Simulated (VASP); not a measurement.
Wanted: the native input for a VASP 6.6.1 run.

| Property | Result |
| --- | --- |
| Task | single point |
| Functional | PBEsol |
| Potentials or basis | VASP PAW PBE potentials, release 64 (Ge_d) |
| Cutoff | 520 eV |
| k mesh | 12 × 12 × 4 |
| Occupations | gaussian, width 0.15 eV |
| Spin | no spin polarisation |
| Dipole correction | no |
| Further INCAR settings | ALGO = Fast; EDIFF = 1e-06; NBANDS = 66 |

The structure of Ge lies in POSCAR:

```
Ge
1.0
    3.8239770942      0.0000000000      0.0000000000
   -1.9119885471      3.6237550428      0.0000000000
    0.0000000000      0.0000000000     13.1450496090
Ge
8
Direct
    0.0000000000      0.0000000000      0.4068073295
    0.0000000000      0.0000000000      0.5931926705
    0.0000000000      0.0000000000      0.9068073295
    0.0000000000      0.0000000000      0.0931926705
    0.3333333333      0.6666666667      0.3441392333
    0.6666666667      0.3333333333      0.6558607667
    0.6666666667      0.3333333333      0.8441392333
    0.3333333333      0.6666666667      0.1558607667
```

This cell differs from its parent crystal: strain -0.0450 x Voigt [1, -1, 0, 0, 0, 0].

These files were run (other wordings do the same):

INCAR

```
SYSTEM = Ge
ALGO = Fast
EDIFF = 1E-6
ENCUT = 520
GGA = PS
ISIF = 2
ISMEAR = 0
KPAR = 4
LASPH = .True.
LCHARG = .True.
LREAL = .False.
LVHAR = .True.
LWAVE = .False.
NBANDS = 66
NELM = 60
PREC = Accurate
SIGMA = 0.15
```

KPOINTS

```
k-points
0
Gamma
  12 12 4
  0 0 0
```

Potentials or basis: VASP PAW PBE potentials, release 64 (Ge_d).

Launch:

```bash
$ cat potpaw_PBE.64/Ge_d/POTCAR > POTCAR
$ mpirun -np 4 vasp_std > vasp.out
```

Results of the run:

```json
{
 "Pressure": "0.5 GPa",
 "Largest force": "0.567 eV/Å",
 "Band gap on the k mesh": "zero (bands 56 and 57 overlap by 0.24 eV)"
}
```

Caveat: the cell differs from its parent crystal (strain -0.0450 x Voigt [1, -1, 0, 0, 0, 0]); the stress differs along the axes, from -5 to 7 GPa; semilocal functionals underestimate gaps, and a narrow one can read as zero; the PAW data sets were made with another functional, which shifts forces and pressure a little.

Run time: 13 min on 4 MPI ranks on Oxide Virtual Turin-like Processor (shared host), peak memory 0.97 GiB a rank.
